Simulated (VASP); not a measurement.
Crystal: TiB2.

```xyz
3
Lattice="0.0000 2.3800 2.3800 2.3800 0.0000 2.3800 2.3800 2.3800 0.0000" Properties=species:S:1:pos:R:3 pbc="T T T"
Ti    0.0000    0.0000    0.0000
B     1.1900    1.1900    1.1900
B     3.5700    3.5700    3.5700
```

| Item | Value |
| --- | --- |
| Program | VASP 6.6.1 |
| Task | relaxation of cell and atoms |
| Functional | PBEsol |
| Potentials or basis | VASP PAW PBE potentials, release 64 (Ti_sv, B) |
| Cutoff | 500 eV |
| k mesh | 6 × 6 × 6 |
| Occupations | methfessel-paxton, width 0.05 eV |
| Spin | no spin polarisation |

At the start: pressure 38.0 GPa; volume 8.99 Å³/atom.

**Question.** How do energy, volume and symmetry change on relaxing?

**Answer.** Over 3 steps the energy falls by 173.7 meV/atom and the volume is 10.67 Å³/atom (+18.7 %); space group Fm-3m (No. 225, to 0.1 Å) before and after.

Step by step:
```
step  energy change (eV)  largest force (eV/Å)  pressure (GPa)  volume (Å³)
   1              0.0000                0.0000           38.00        26.96
   2             -0.2927                0.0000          -15.65        36.16
   3             -0.5212                0.0000           -0.18        32.01
```

Final structure:
```
CELL_PARAMETERS angstrom
0.00000 2.52019 2.52019
2.52019 0.00000 2.52019
2.52019 2.52019 0.00000
ATOMIC_POSITIONS crystal
Ti 0.00000 0.00000 0.00000
B 0.25000 0.25000 0.25000
B 0.75000 0.75000 0.75000
```

Caveat: the k points lie up to 0.36 Å⁻¹ apart in the final cell, too coarse for converged energies and pressures of a metal; the volume moved by over 15 % at a fixed basis, so the end points are rough; the PAW data sets were made with another functional, which shifts forces and pressure a little.
